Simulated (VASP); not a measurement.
# Co (P6_3/mmc) in VASP: relaxation of cell and atoms with PBE

Aim: the relaxation of cell and atoms of Co with PBE.

Program: VASP 6.6.1. These are calculated values, not measurements. Logs are shortened: lines on timing, memory, paths and dates and some standing lists are left out, and cuts for length are marked.

### 1 The cell of the first run

The structure is hexagonal, space group P6_3/mmc (No. 194). The conventional cell has a = 2.491 Å, b = 2.491 Å, c = 4.036 Å, α = 90.00°, β = 90.00°, γ = 120.00°. Within 3.3 Å of Co (site symmetry -6m2) lie 12 Co at 2.48 to 2.49 Å.

### 2 Relaxation of cell and atoms, PBE

Contents of INCAR:

```
PREC     = Accurate       # precision mode
ENCUT    = 600            # plane-wave cutoff, eV
EDIFF    = 1E-7           # SCF threshold, eV
ISMEAR   = -1             # smearing method
SIGMA    = 0.05           # smearing width, eV
LREAL    = False          # projectors in reciprocal space
LASPH    = True           # aspherical terms in the spheres
NELM     = 100            # most SCF steps
ALGO     = Normal         # electronic algorithm
ISIF     = 3              # what is computed and relaxed
LWAVE    = False          # write WAVECAR
LCHARG   = False          # write CHGCAR
GGA      = PE             # functional
IBRION   = 2              # ionic algorithm
NSW      = 60             # ionic steps
EDIFFG   = -0.005         # ionic threshold
```

Contents of KPOINTS:

```
Automatic mesh
0
Gamma
  17 17 10
```

Contents of POSCAR:

```
Co
1.0
    2.4911007134      0.0000000000      0.0000000000
   -1.2455503567      2.1573565012      0.0000000000
    0.0000000000      0.0000000000      4.0355831558
Co
2
Direct
    0.3333333333      0.6666666667      0.2500000000
    0.6666666667      0.3333333333      0.7500000000
```

Potentials or basis: VASP PAW PBE potentials, release 64 (Co).

On the command line:

```
$ cat potpaw_PBE.64/Co/POTCAR > POTCAR
$ mpirun -np 1 vasp_std > vasp.out
```

OUTCAR:

```text
PREC = Accurate
   ENCUT = 600
   EDIFF = 1E-7
   ISMEAR = -1
   LREAL = False
   LASPH = True
   NELM = 100
   ISIF = 3
   GGA = PE
   IBRION = 2
   NSW = 60
   EDIFFG = -0.005

 ion  position               nearest neighbor table
   1  0.333  0.667  0.250-   2 2.48   2 2.48   2 2.48   2 2.48   2 2.48   2 2.48
   2  0.667  0.333  0.750-   1 2.48   1 2.48   1 2.48   1 2.48   1 2.48   1 2.48

  LATTYP: Found a hexagonal cell.
 ALAT       =     2.4911007134
 C/A-ratio  =     1.6200000000

  Lattice vectors:

 A1 = (   2.4911007134,   0.0000000000,   0.0000000000)
 A2 = (  -1.2455503567,   2.1573565012,   0.0000000000)
 A3 = (   0.0000000000,   0.0000000000,   4.0355831558)

Analysis of symmetry for initial positions (statically):
=====================================================================
 Subroutine PRICEL returns:
 Original cell was already a primitive cell.

 Routine SETGRP: Setting up the symmetry group for a
 hexagonal supercell.

 Subroutine GETGRP returns: Found 24 space group operations
 (whereof 12 operations were pure point group operations)
 out of a pool of 24 trial point group operations.

The static configuration has the point symmetry D_3d.
 The point group associated with its full space group is D_6h.

Analysis of symmetry for dynamics (positions and initial velocities):
=====================================================================
 Subroutine PRICEL returns:
 Original cell was already a primitive cell.

 Routine SETGRP: Setting up the symmetry group for a
 hexagonal supercell.

 Subroutine GETGRP returns: Found 24 space group operations
 (whereof 12 operations were pure point group operations)
 out of a pool of 24 trial point group operations.

The dynamic configuration has the point symmetry D_3d.
 The point group associated with its full space group is D_6h.

 Subroutine INISYM returns: Found 24 space group operations
 (whereof 12 operations are pure point group operations),
 and found     1 'primitive' translations

----------------------------------------------------------------------------------------

                                     Primitive cell

  volume of cell :      21.6880

  direct lattice vectors                    reciprocal lattice vectors
     2.491100713  0.000000000  0.000000000     0.401428973  0.231765125  0.000000000
    -1.245550357  2.157356501  0.000000000     0.000000000  0.463530251  0.000000000
     0.000000000  0.000000000  4.035583156     0.000000000  0.000000000  0.247795662

  length of vectors
     2.491100713  2.491100713  4.035583156     0.463530251  0.463530251  0.247795662

  position of ions in fractional coordinates (direct lattice)
     0.333333333  0.666666667  0.250000000
     0.666666667  0.333333333  0.750000000

  ion indices of the primitive-cell ions
   primitive index   ion index
                 1           1
                 2           2

----------------------------------------------------------------------------------------

 KPOINTS: Automatic mesh

Automatic generation of k-mesh.
 Grid dimensions read from file:
 generate k-points for:   17   17   10

 Generating k-lattice:

  Cartesian coordinates                     Fractional coordinates (reciprocal lattice)
     0.023613469  0.013633243  0.000000000     0.058823529  0.000000000  0.000000000
     0.000000000  0.027266485  0.000000000     0.000000000  0.058823529  0.000000000
     0.000000000  0.000000000  0.024779566     0.000000000  0.000000000  0.100000000

  Length of vectors
     0.027266485  0.027266485  0.024779566

  Shift w.r.t. Gamma in fractional coordinates (k-lattice)
     0.000000000  0.000000000  0.000000000

 Subroutine IBZKPT returns following result:
 ===========================================

 Found    198 irreducible k-points:

 Following reciprocal coordinates:
            Coordinates               Weight
  0.000000  0.000000  0.000000      1.000000
  0.058824  0.000000  0.000000      6.000000
  0.117647 -0.000000  0.000000      6.000000
  0.176471 -0.000000  0.000000      6.000000
  0.235294 -0.000000  0.000000      6.000000
  0.294118 -0.000000  0.000000      6.000000
[... 16 lines left out ...]
  0.411765  0.117647  0.000000     12.000000
  0.176471  0.176471  0.000000      6.000000
 [... further k-points ...]
   k-points           NKPTS =    198   k-points in BZ     NKDIM =    198   number of bands    NBANDS=     13
   number of dos      NEDOS =    301   number of ions     NIONS =      2
   total plane-waves  NPLWV =  12800
   dimension x,y,z NGX =    20 NGY =   20 NGZ =   32
   dimension x,y,z NGXF=    40 NGYF=   40 NGZF=   64
   ions per type =               2
   NGX,Y,Z   is equivalent  to a cutoff of  13.35, 13.35, 13.18 a.u.
   NGXF,Y,Z  is equivalent  to a cutoff of  26.69, 26.69, 26.36 a.u.
 SYSTEM =  unknown system
   PREC   = accura    normal or accurate (medium, high low for compatibility)
   ISTART =      0    job   : 0-new  1-cont  2-samecut
   ICHARG =      2    charge: 1-file 2-atom 10-const
   ISPIN  =      1    spin polarized calculation?
   LNONCOLLINEAR =      F non collinear calculations
   LSORBIT =      F    spin-orbit coupling
   LASPH  =      T    aspherical Exc in radial PAW
   ENCUT  =  600.0 eV  44.10 Ry    6.64 a.u.   4.98  4.98  8.06*2*pi/ulx,y,z
   NELM   =    100;   NELMIN=  2; NELMDL= -5     # of ELM steps
   EDIFF  = 0.1E-06   stopping-criterion for ELM
   LREAL  =      F    real-space projection
   EDIFFG = -.5E-02   stopping-criterion for IOM
   NSW    =     60    number of steps for IOM
   IBRION =      2    ionic relax: 0-MD 1-quasi-New 2-CG
   NFREE  =      1    steps in history (QN), initial steepest desc. (CG)
   ISIF   =      3    stress and relaxation
   ISYM   =      2    0-nonsym 1-usesym 2-fastsym
   POTIM  = 0.5000    time-step for ionic-motion
   TEBEG  =    0.0;   TEEND  =   0.0 temperature during run
   PSTRESS=    0.0 pullay stress
   NELECT =      18.0000    total number of electrons
   NUPDOWN=      -1.0000    fix difference up-down
   EMIN   =  10.00;   EMAX   =-10.00  energy-range for DOS
   EFERMI =   0.00;   METHOD = LEGACY
   ISMEAR =    -1;   SIGMA  =   0.05  broadening in eV -4-tet -1-fermi 0-gaus
   EFERMI_NEDOS =   21; number of points for ismear=-14 and -15
   IALGO  =     38    algorithm
   IMIX   =      4    mixing-type and parameters
     AMIX     =   0.40;   BMIX     =  1.00
     AMIX_MAG =   1.60;   BMIX_MAG =  1.00
  volume/ion in A,a.u.               =      10.84        73.18
  Fermi-wavevector in a.u.,A,eV,Ry     =   1.538482  2.907310 32.204007  2.366928
  Thomas-Fermi vector in A             =   2.644845
   LORBIT       =      0    0 simple, 1 ext, 2 COOP (PROOUT), +10 PAW based schemes
   GGA     = PE    functional components
   LHFCALC =     F    Hartree Fock is set to
   AEXX    =    0.0000 exact exchange contribution
   IVDW    =     0    specifies the selected vdW correction
   LEPSILON=     F    determine dielectric tensor
   LRPA    =     F    only Hartree local field effects (RPA)
 conjugate gradient relaxation of ions
 non-spin polarized calculation
  energy-cutoff  :      600.00
  volume of cell :       21.69
 maximum number of plane-waves:       756
 NGX is ok and might be reduce to    20
   NGX =  9   NGY =  9   NGZ = 17

--------------------------------------- Ionic step        1  -------------------------------------------

 number of electron      17.9999995 magnetization

 Free energy of the ion-electron system (eV)
  ---------------------------------------------------
  ext. energy  EPLUGINS =         0.00000000
  ---------------------------------------------------
  free energy    TOTEN  =       -13.61899464 eV

  energy without entropy =      -13.56794437  energy(sigma->0) =      -13.59346951

------------------------ aborting loop because EDIFF is reached ----------------------------------------

  FORCE on cell =-STRESS in cart. coord.  units (eV):
  Direction    XX          YY          ZZ          XY          YZ          ZX
  --------------------------------------------------------------------------------------
  -------------------------------------------------------------------------------------
  Total       -1.4938109     -1.4938109     -1.6788700     -0.0000000      0.0000000      0.0000000
  in kB     -110.3536469   -110.3536469   -124.0246860     -0.0000000      0.0000000      0.0000000
  external PRESSURE =    -114.9106599 kB  Pullay stress =       0.0000000 kB
[... 273 lines left out ...]
  energy  without entropy=      -13.6134638485  energy(sigma->0) =      -13.63709212

--------------------------------------- Ionic step        9  -------------------------------------------

 number of electron      18.0000002 magnetization

 Free energy of the ion-electron system (eV)
  ---------------------------------------------------
  ext. energy  EPLUGINS =         0.00000000
  ---------------------------------------------------
  free energy    TOTEN  =       -13.66072426 eV

  energy without entropy =      -13.61350333  energy(sigma->0) =      -13.63711380

 E-fermi :  10.9696     XC(G=0): -13.7330

 val. band max:       10.9676525932   @ k =   0.3529  -0.0000   0.1000
 cond. band min:      10.9717252195   @ k =   0.3529   0.1176   0.2000
 fundamental gap:      0.0040726262
 Fermi energy:        10.9696450553

 k-point     1 :       0.0000    0.0000    0.0000
  band No.  band energies     occupation
      1       1.7902      2.00000
      2       6.0518      2.00000
      3       9.0359      2.00000
      4       9.0650      2.00000
      5       9.0650      2.00000
      6       9.4322      2.00000
      7       9.4322      2.00000
      8       9.8103      2.00000
      9       9.8103      2.00000
     10      10.9092      1.54014
     11      11.0631      0.26734
     12      11.0631      0.26734
     13      18.3084      0.00000
[... 353 lines left out ...]
 k-point    24 :       0.1765    0.1765    0.0000
  band No.  band energies     occupation
      1       4.8072      2.00000
      2       7.3212      2.00000
      3       7.5458      2.00000
      4       7.7810      2.00000
      5       8.8762      2.00000
      6       9.1133      2.00000
      7       9.5196      2.00000
      8       9.9792      2.00000
      9      10.6019      1.99872
     10      11.0418      0.38209
     11      11.1989      0.02019
     12      17.3405      0.00000
     13      19.0257      0.00000

 [... further k-points ...]
[... 5 lines left out ...]
  --------------------------------------------------------------------------------------
  -------------------------------------------------------------------------------------
  Total        0.0032167      0.0032167      0.0046197      0.0000000      0.0000000      0.0000000
  in kB        0.2502961      0.2502961      0.3594656      0.0000000      0.0000000      0.0000000
  external PRESSURE =       0.2866859 kB  Pullay stress =       0.0000000 kB
[... 17 lines left out ...]
  FREE ENERGIE OF THE ION-ELECTRON SYSTEM (eV)
  ---------------------------------------------------
  free  energy   TOTEN  =       -13.6607242622 eV

  energy  without entropy=      -13.6135033332  energy(sigma->0) =      -13.63711380

 reached required accuracy - stopping structural energy minimisation
```

Wall time 2.4 min (1 thread of Intel Xeon Platinum 8375C at 2.90GHz (Ice Lake), shared host); peak memory 0.19 GiB.

What came out:

| Property | Result |
| --- | --- |
| Free energy | -13.6607 eV |
| Relaxed volume | 10.30 Å³/atom |
| Relaxed cell | a = 2.452 Å, b = 2.452 Å, c = 3.954 Å, α = 90.00°, β = 90.00°, γ = 120.00° |
| Space group after relaxing (to 0.1 Å) | P6_3/mmc (No. 194) |
| Energy gained by relaxing | 20.9 meV/atom |
| Ionic steps | 9 |
| Pressure after relaxing | 0.0 GPa |
| Band gap on the k mesh | zero (bands 9 and 10 overlap by 1.52 eV) |

The path:
```csv
step,energy change (eV),largest force (eV/Å),pressure (GPa),volume (Å³)
1,0.0000,0.0000,-11.49,21.69
2,0.0258,0.0000,18.40,19.34
3,-0.0416,0.0000,-0.12,20.60
4,-0.0417,0.0000,0.14,20.58
5,-0.0417,0.0000,0.12,20.58
6,-0.0417,0.0000,0.12,20.58
7,-0.0417,0.0000,0.10,20.58
8,-0.0417,0.0000,-0.11,20.60
9,-0.0417,0.0000,0.03,20.59
```

Final structure:
```yaml
crystal:
  lattice:
    - [2.45209, 0.00000, 0.00000]
    - [-1.22605, 2.12357, 0.00000]
    - [0.00000, 0.00000, 3.95426]
  atoms:
    - { symbol: Co, position: [0.33333, 0.66667, 0.25000] }
    - { symbol: Co, position: [0.66667, 0.33333, 0.75000] }
```

Levels at points of the mesh, in eV from the Fermi level:
```tsv
k point	band 5	band 6	band 7	band 8	band 9	band 10	band 11	band 12	band 13
(0.00, 0.00, 0.00)	-1.90	-1.54	-1.54	-1.16	-1.16	-0.06	0.09	0.09	7.34
(0.00, 0.00, 0.50)	-1.98	-1.98	-1.98	-1.98	-0.25	-0.25	-0.25	-0.25	15.92
```

Caveat: the run has no spin polarisation, though such a crystal can be magnetic.
